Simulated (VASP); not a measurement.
# Hf in VASP: notebook

Runs on Hf. Level: PBEsol. Tasks: single point.

All numbers are computed with VASP 6.6.1; they aren't measurements. Logs are shortened: lines on timing, memory, paths and dates and some standing lists are left out, and cuts for length are marked.

### Step 1. The cell of the first run

Symmetry: I4/mmm, No. 139, tetragonal system. Conventional cell: a = 3.610 Å, b = 3.610 Å, c = 3.538 Å, α = 90.00°, β = 90.00°, γ = 90.00°. Hf (site symmetry 4/mmm) has 14 Hf at 3.11 to 3.61 Å within 4.1 Å.

### Step 2. Single point, PBEsol (zz strain of -2 %)

The input, INCAR:

```
SYSTEM = Hf
PREC = Accurate ; ENCUT = 520
EDIFF = 1E-7 ; ISMEAR = -1
SIGMA = 0.08 ; LREAL = .FALSE.
LASPH = .TRUE. ; NELM = 60
ALGO = Normal ; ISIF = 2
LWAVE = .FALSE. ; LCHARG = .FALSE.
GGA = PS ; NBANDS = 11
```

The input, KPOINTS:

```
Automatic mesh
0
G
  16 16 16
  0 0 0
```

The input, POSCAR:

```
Hf
1.0
   -1.8050000000      1.8050000000      1.7689000000
    1.8050000000     -1.8050000000      1.7689000000
    1.8050000000      1.8050000000     -1.7689000000
Hf
1
Direct
    0.0000000000      0.0000000000      0.0000000000
```

Potentials or basis: VASP PAW PBE potentials, release 64 (Hf_pv).

Started as:

```console
cat potpaw_PBE.64/Hf_pv/POTCAR > POTCAR
mpirun -np 1 vasp_std > vasp.out
```

OUTCAR:

```text
SYSTEM = Hf
   PREC = Accurate
   ENCUT = 520
   EDIFF = 1E-7
   ISMEAR = -1
   LREAL = .FALSE.
   LASPH = .TRUE.
   NELM = 60
   ISIF = 2
   GGA = PS

 ion  position               nearest neighbor table
   1  0.000  0.000  0.000-

  LATTYP: Found a body centered tetragonal cell.
 ALAT       =     3.6100000000
 C/A-ratio  =     0.9800000000

  Lattice vectors:

 A1 = (  -1.8050000000,   1.8050000000,   1.7689000000)
 A2 = (   1.8050000000,  -1.8050000000,   1.7689000000)
 A3 = (   1.8050000000,   1.8050000000,  -1.7689000000)

Analysis of symmetry for initial positions (statically):
=====================================================================
 Subroutine PRICEL returns:
 Original cell was already a primitive cell.

 Routine SETGRP: Setting up the symmetry group for a
 body centered tetragonal supercell.

 Subroutine GETGRP returns: Found 16 space group operations
 (whereof 16 operations were pure point group operations)
 out of a pool of 16 trial point group operations.

The static configuration has the point symmetry D_4h.

Analysis of symmetry for dynamics (positions and initial velocities):
=====================================================================
 Subroutine PRICEL returns:
 Original cell was already a primitive cell.

 Routine SETGRP: Setting up the symmetry group for a
 body centered tetragonal supercell.

 Subroutine GETGRP returns: Found 16 space group operations
 (whereof 16 operations were pure point group operations)
 out of a pool of 16 trial point group operations.

The dynamic configuration has the point symmetry D_4h.

 Subroutine INISYM returns: Found 16 space group operations
 (whereof 16 operations are pure point group operations),
 and found     1 'primitive' translations

----------------------------------------------------------------------------------------

                                     Primitive cell

  volume of cell :      23.0525

  direct lattice vectors                    reciprocal lattice vectors
    -1.805000000  1.805000000  1.768900000     0.000000000  0.277008310  0.282661541
     1.805000000 -1.805000000  1.768900000     0.277008310  0.000000000  0.282661541
     1.805000000  1.805000000 -1.768900000     0.277008310  0.277008310  0.000000000

  length of vectors
     3.105649241  3.105649241  3.105649241     0.395766536  0.395766536  0.391748909

  position of ions in fractional coordinates (direct lattice)
     0.000000000  0.000000000  0.000000000

  ion indices of the primitive-cell ions
   primitive index   ion index
                 1           1

----------------------------------------------------------------------------------------

 KPOINTS: Automatic mesh

Automatic generation of k-mesh.
 Grid dimensions read from file:
 generate k-points for:   16   16   16

 Generating k-lattice:

  Cartesian coordinates                     Fractional coordinates (reciprocal lattice)
     0.000000000  0.017313019  0.017666346     0.062500000  0.000000000  0.000000000
     0.017313019  0.000000000  0.017666346     0.000000000  0.062500000  0.000000000
     0.017313019  0.017313019  0.000000000     0.000000000  0.000000000  0.062500000

  Length of vectors
     0.024735408  0.024735408  0.024484307

  Shift w.r.t. Gamma in fractional coordinates (k-lattice)
     0.000000000  0.000000000  0.000000000

 Subroutine IBZKPT returns following result:
 ===========================================

 Found    349 irreducible k-points:

 Following reciprocal coordinates:
            Coordinates               Weight
  0.000000  0.000000  0.000000      1.000000
  0.062500  0.000000  0.000000      8.000000
  0.125000  0.000000  0.000000      8.000000
  0.187500  0.000000  0.000000      8.000000
  0.250000  0.000000  0.000000      8.000000
  0.312500  0.000000 -0.000000      8.000000
[... 16 lines left out ...]
 -0.125000  0.062500  0.000000     16.000000
 -0.062500  0.062500  0.000000      4.000000
 [... further k-points ...]
   k-points           NKPTS =    349   k-points in BZ     NKDIM =    349   number of bands    NBANDS=     11
   number of dos      NEDOS =    301   number of ions     NIONS =      1
   total plane-waves  NPLWV =  13824
   dimension x,y,z NGX =    24 NGY =   24 NGZ =   24
   dimension x,y,z NGXF=    48 NGYF=   48 NGZF=   48
   ions per type =               1
   NGX,Y,Z   is equivalent  to a cutoff of  12.85, 12.85, 12.85 a.u.
   NGXF,Y,Z  is equivalent  to a cutoff of  25.69, 25.69, 25.69 a.u.
 SYSTEM =  Hf
   PREC   = accura    normal or accurate (medium, high low for compatibility)
   ISTART =      0    job   : 0-new  1-cont  2-samecut
   ICHARG =      2    charge: 1-file 2-atom 10-const
   ISPIN  =      1    spin polarized calculation?
   LNONCOLLINEAR =      F non collinear calculations
   LSORBIT =      F    spin-orbit coupling
   LASPH  =      T    aspherical Exc in radial PAW
   ENCUT  =  520.0 eV  38.22 Ry    6.18 a.u.   5.77  5.77  5.77*2*pi/ulx,y,z
   NELM   =     60;   NELMIN=  2; NELMDL= -5     # of ELM steps
   EDIFF  = 0.1E-06   stopping-criterion for ELM
   LREAL  =      F    real-space projection
   EDIFFG = 0.1E-05   stopping-criterion for IOM
   NSW    =      0    number of steps for IOM
   IBRION =     -1    ionic relax: 0-MD 1-quasi-New 2-CG
   NFREE  =      0    steps in history (QN), initial steepest desc. (CG)
   ISIF   =      2    stress and relaxation
   ISYM   =      2    0-nonsym 1-usesym 2-fastsym
   POTIM  = 0.5000    time-step for ionic-motion
   TEBEG  =    0.0;   TEEND  =   0.0 temperature during run
   PSTRESS=    0.0 pullay stress
   NELECT =      10.0000    total number of electrons
   NUPDOWN=      -1.0000    fix difference up-down
   EMIN   =  10.00;   EMAX   =-10.00  energy-range for DOS
   EFERMI =   0.00;   METHOD = LEGACY
   ISMEAR =    -1;   SIGMA  =   0.08  broadening in eV -4-tet -1-fermi 0-gaus
   EFERMI_NEDOS =   21; number of points for ismear=-14 and -15
   IALGO  =     38    algorithm
   IMIX   =      4    mixing-type and parameters
     AMIX     =   0.40;   BMIX     =  1.00
     AMIX_MAG =   1.60;   BMIX_MAG =  1.00
  volume/ion in A,a.u.               =      23.05       155.57
  Fermi-wavevector in a.u.,A,eV,Ry     =   1.239279  2.341897 20.895982  1.535811
  Thomas-Fermi vector in A             =   2.373769
   LORBIT       =      0    0 simple, 1 ext, 2 COOP (PROOUT), +10 PAW based schemes
   GGA     = PS    functional components
   LHFCALC =     F    Hartree Fock is set to
   AEXX    =    0.0000 exact exchange contribution
   IVDW    =     0    specifies the selected vdW correction
   LEPSILON=     F    determine dielectric tensor
   LRPA    =     F    only Hartree local field effects (RPA)
 non-spin polarized calculation
  energy-cutoff  :      520.00
  volume of cell :       23.05
 maximum number of plane-waves:       646
   NGX = 11   NGY = 11   NGZ = 11

 number of electron      10.0000002 magnetization

 Free energy of the ion-electron system (eV)
  ---------------------------------------------------
  ext. energy  EPLUGINS =         0.00000000
  ---------------------------------------------------
  free energy    TOTEN  =       -10.30869336 eV

  energy without entropy =      -10.26609929  energy(sigma->0) =      -10.28739632

 E-fermi :   4.2198     XC(G=0): -11.2550

 val. band max:        4.2097712813   @ k =   0.3125   0.1875   0.0625
 cond. band min:       4.2270163484   @ k =   0.5000   0.3125   0.0625
 fundamental gap:      0.0172450671
 Fermi energy:         4.2198334086

 k-point     1 :       0.0000    0.0000    0.0000
  band No.  band energies     occupation
      1     -25.6817      2.00000
      2     -25.6817      2.00000
      3     -25.6805      2.00000
      4      -2.7266      2.00000
      5       5.5611      0.00000
      6       5.7790      0.00000
      7       5.7790      0.00000
      8       8.2563      0.00000
      9       8.5580      0.00000
     10      17.2942      0.00000
     11      17.2942      0.00000

 k-point     2 :       0.0625    0.0000    0.0000
  band No.  band energies     occupation
      1     -25.7113      2.00000
      2     -25.6914      2.00000
      3     -25.6814      2.00000
      4      -2.5855      2.00000
      5       5.5306      0.00000
      6       5.7384      0.00000
      7       5.8464      0.00000
      8       8.2049      0.00000
      9       8.4514      0.00000
     10      17.3501      0.00000
     11      17.5178      0.00000

 k-point     3 :       0.1250    0.0000    0.0000
  band No.  band energies     occupation
      1     -25.7964      2.00000
      2     -25.7187      2.00000
      3     -25.6822      2.00000
      4      -2.1761      2.00000
      5       5.2901      0.00000
      6       5.5682      0.00000
      7       6.2247      0.00000
      8       7.9995      0.00000
      9       8.3796      0.00000
     10      17.3490      0.00000
     11      17.8738      0.00000

 k-point     4 :       0.1875    0.0000    0.0000
  band No.  band energies     occupation
      1     -25.9213      2.00000
      2     -25.7594      2.00000
      3     -25.6834      2.00000
      4      -1.5427      2.00000
      5       4.9288      0.00028
      6       5.2142      0.00001
      7       6.8840      0.00000
      8       7.8918      0.00000
      9       8.4159      0.00000
     10      17.3458      0.00000
     11      17.9918      0.00000
[... 239 lines left out ...]
 k-point    22 :      -0.1875    0.0625    0.0000
  band No.  band energies     occupation
      1     -25.8729      2.00000
      2     -25.7339      2.00000
      3     -25.6918      2.00000
      4      -1.7942      2.00000
      5       5.0945      0.00004
      6       5.3240      0.00000
      7       6.6777      0.00000
      8       7.7154      0.00000
      9       8.5439      0.00000
     10      17.3472      0.00000
     11      18.1133      0.00000

 k-point    23 :      -0.1250    0.0625    0.0000
  band No.  band energies     occupation
      1     -25.7701      2.00000
      2     -25.7007      2.00000
      3     -25.6883      2.00000
      4      -2.3158      2.00000
      5       5.4036      0.00000
      6       5.5669      0.00000
      7       6.1606      0.00000
      8       7.9042      0.00000
      9       8.5207      0.00000
     10      17.3498      0.00000
     11      17.7086      0.00000

 k-point    24 :      -0.0625    0.0625    0.0000
  band No.  band energies     occupation
      1     -25.7120      2.00000
      2     -25.6897      2.00000
      3     -25.6815      2.00000
      4      -2.5884      2.00000
      5       5.5309      0.00000
      6       5.6857      0.00000
      7       5.9149      0.00000
      8       8.1002      0.00000
      9       8.5492      0.00000
     10      17.3502      0.00000
     11      17.4293      0.00000

 [... further k-points ...]
[... 5 lines left out ...]
  --------------------------------------------------------------------------------------
  -------------------------------------------------------------------------------------
  Total       -1.0506004     -1.0506004     -1.1887316      0.0000000      0.0000000     -0.0000000
  in kB      -73.0180878    -73.0180878    -82.6183845      0.0000000      0.0000000     -0.0000000
  external PRESSURE =     -76.2181867 kB  Pullay stress =       0.0000000 kB

 VOLUME and BASIS-vectors are now :
 -----------------------------------------------------------------------------
  energy-cutoff  :      520.00
  volume of cell :       23.05
      direct lattice vectors                 reciprocal lattice vectors
    -1.805000000  1.805000000  1.768900000     0.000000000  0.277008310  0.282661541
     1.805000000 -1.805000000  1.768900000     0.277008310  0.000000000  0.282661541
     1.805000000  1.805000000 -1.768900000     0.277008310  0.277008310  0.000000000

 POSITION                                       TOTAL-FORCE (eV/Angst)
 -----------------------------------------------------------------------------------
      0.00000      0.00000      0.00000        -0.000000      0.000000      0.000000
 -----------------------------------------------------------------------------------
    total drift:                                0.000000      0.000000     -0.000000

  FREE ENERGIE OF THE ION-ELECTRON SYSTEM (eV)
  ---------------------------------------------------
  free  energy   TOTEN  =       -10.3086933579 eV

  energy  without entropy=      -10.2660992912  energy(sigma->0) =      -10.28739632
```

Wall time 20 s (1 thread of Intel Xeon 6975P-C (Granite Rapids), shared host); peak memory 0.21 GiB.

What came out:

- Free energy: -10.3087 eV
- Pressure: -7.6 GPa
- Band gap on the k mesh: zero (bands 5 and 6 overlap by 2.21 eV)

Stress tensor (GPa, compression positive):
```
-7.30  0.00  0.00
 0.00 -7.30  0.00
 0.00  0.00 -8.26
```

Caveat: the cell differs from its parent crystal (zz strain of -2 %); the cell stands under tension; the PAW data sets were made with another functional, which shifts forces and pressure a little; spin-orbit coupling is left out, which moves the levels of the heavy elements.

### Step 3. Single point, PBEsol (zz strain of -1 %)

The input, INCAR:

```
SYSTEM = Hf
  ALGO = Normal
  EDIFF = 1E-6
  ENCUT = 520
  GGA = PS
  ISIF = 2
  ISMEAR = -1
  LASPH = .True.
  LCHARG = .True.
  LELF = .True.
  LREAL = .False.
  LVHAR = .True.
  LWAVE = .False.
  NBANDS = 11
  NELM = 100
  PREC = Accurate
  SIGMA = 0.08
```

The input, KPOINTS:

```
k-points
0
Gamma
  16 16 16
  0 0 0
```

The input, POSCAR:

```
Hf
1.0
   -1.8050000000      1.8050000000      1.7869500000
    1.8050000000     -1.8050000000      1.7869500000
    1.8050000000      1.8050000000     -1.7869500000
Hf
1
Direct
    0.0000000000      0.0000000000      0.0000000000
```

Potentials or basis: VASP PAW PBE potentials, release 64 (Hf_pv).

Started as:

```console
cat potpaw_PBE.64/Hf_pv/POTCAR > POTCAR
mpirun -np 1 vasp_std > vasp.out
```

Wall time 29 s (1 thread of Intel Xeon 6975P-C (Granite Rapids), shared host); peak memory 0.21 GiB.

Results (log left out):

```yaml
Free_energy: -10.2962 eV
Pressure: -8.4 GPa
Band_gap_on_the_k_mesh: zero (bands 5 and 6 overlap by 2.17 eV)
```

Stress tensor (GPa, compression positive):
```
-8.29  0.00  0.00
 0.00 -8.29  0.00
 0.00  0.00 -8.75
```

Levels at points of the mesh, in eV from the Fermi level:
| k point | band 1 | band 2 | band 3 | band 4 | band 5 | band 6 | band 7 | band 8 | band 9 | band 10 |
| --- | --- | --- | --- | --- | --- | --- | --- | --- | --- | --- |
| (0.00, 0.00, 0.00) | -29.94 | -29.94 | -29.94 | -6.91 | 1.41 | 1.51 | 1.51 | 4.08 | 4.23 | 13.08 |
| (0.50, 0.00, 0.00) | -30.66 | -30.18 | -29.94 | -3.26 | -0.48 | 0.97 | 3.99 | 4.95 | 7.27 | 9.63 |
| (0.50, 0.50, 0.00) | -30.66 | -30.17 | -29.94 | -3.27 | -0.37 | 0.91 | 3.86 | 4.87 | 7.24 | 9.59 |
| (0.50, 0.50, 0.50) | -30.45 | -30.45 | -30.44 | -2.41 | -2.39 | 6.47 | 6.47 | 6.50 | 6.84 | 6.84 |

Caveat: the cell differs from its parent crystal (zz strain of -1 %); the cell stands under tension; the PAW data sets were made with another functional, which shifts forces and pressure a little; spin-orbit coupling is left out, which moves the levels of the heavy elements.

### Step 4. Single point, PBEsol (zz strain of +1 %)

The input, INCAR:

```
SYSTEM = Hf
ALGO     = Normal         ! electronic algorithm
EDIFF    = 1E-6           ! SCF threshold, eV
ENCUT    = 520            ! plane-wave cutoff, eV
GGA      = PS             ! functional
ISIF     = 2              ! what is computed and relaxed
ISMEAR   = -1             ! smearing method
LASPH    = .True.         ! aspherical terms in the spheres
LCHARG   = .True.         ! write CHGCAR
LELF     = .True.         ! ELF
LREAL    = .False.        ! projectors in reciprocal space
LVHAR    = .True.       
LWAVE    = .False.        ! write WAVECAR
NBANDS   = 11             ! bands
NELM     = 60             ! most SCF steps
PREC     = Accurate       ! precision mode
SIGMA    = 0.08           ! smearing width, eV
```

KPOINTS is that of step 3.

The input, POSCAR:

```
Hf
1.0
   -1.8050000000      1.8050000000      1.8230500000
    1.8050000000     -1.8050000000      1.8230500000
    1.8050000000      1.8050000000     -1.8230500000
Hf
1
Direct
    0.0000000000      0.0000000000      0.0000000000
```

Started as:

```console
cat potpaw_PBE.64/Hf_pv/POTCAR > POTCAR
mpirun -np 1 vasp_std > vasp.out
```

Wall time 21 s (1 thread of Intel Xeon 6975P-C (Granite Rapids), shared host); peak memory 0.21 GiB.

Results (log left out):

```
Free energy            : -10.2693 eV
Pressure               : -9.9 GPa
Band gap on the k mesh : zero (bands 5 and 6 overlap by 2.13 eV)
```

Stress tensor (GPa, compression positive):
```
-10.09   0.00   0.00
  0.00 -10.09   0.00
  0.00   0.00  -9.65
```

Levels at points of the mesh, in eV from the Fermi level:
```tsv
k point	band 1	band 2	band 3	band 4	band 5	band 6	band 7	band 8	band 9	band 10
(0.00, 0.00, 0.00)	-30.02	-30.02	-30.02	-6.85	1.42	1.42	1.52	4.01	4.15	12.93
(0.50, 0.00, 0.00)	-30.69	-30.24	-30.02	-3.21	-0.38	0.86	3.82	4.80	7.07	9.33
(0.50, 0.50, 0.00)	-30.69	-30.25	-30.03	-3.20	-0.49	0.92	3.96	4.86	7.10	9.37
(0.50, 0.50, 0.50)	-30.51	-30.49	-30.49	-2.34	-2.31	6.31	6.34	6.34	6.61	6.84
```

Caveat: the cell differs from its parent crystal (zz strain of +1 %); the cell stands under tension; the PAW data sets were made with another functional, which shifts forces and pressure a little; spin-orbit coupling is left out, which moves the levels of the heavy elements.

(Continued in part 2 of 2.)
